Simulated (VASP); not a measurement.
W, 1 atom in the cell. The structure is cubic, space group Im-3m (No. 229). Conventional cell: a = 3.112 Å, b = 3.112 Å, c = 3.112 Å, α = 90.00°, β = 90.00°, γ = 90.00°. W (site symmetry m-3m) has 14 W at 2.70 to 3.11 Å within 3.6 Å. 

```yaml
Program: VASP 6.6.1
Task: single point
Functional: PBEsol
Potentials_or_basis: VASP PAW PBE potentials, release 64 (W_sv)
Cutoff: 520 eV
k_mesh: 23 × 23 × 23
Occupations: fermi-dirac, width 0.1 eV
Spin: no spin polarisation
Dipole_correction: no
Further_INCAR_settings: ALGO = Normal; EDIFF = 1e-06; NBANDS = 13
```

Potentials or basis: VASP PAW PBE potentials, release 64 (W_sv).

Run with:

```console
$ cat potpaw_PBE.64/W_sv/POTCAR > POTCAR
$ mpirun -np 1 vasp_std > vasp.out
```

Hardware: 1 thread of Intel(R) Xeon(R) Platinum 8259CL CPU @ 2.50GHz (Skylake/Cascade Lake) (shared host).

Problem. Estimate the wall time of this run.

Solution. It took 42 s on 1 thread of Intel(R) Xeon(R) Platinum 8259CL CPU @ 2.50GHz (Skylake/Cascade Lake), on a shared host, peak memory 0.18 GiB. Counts: scf iterations 11, k points 364.
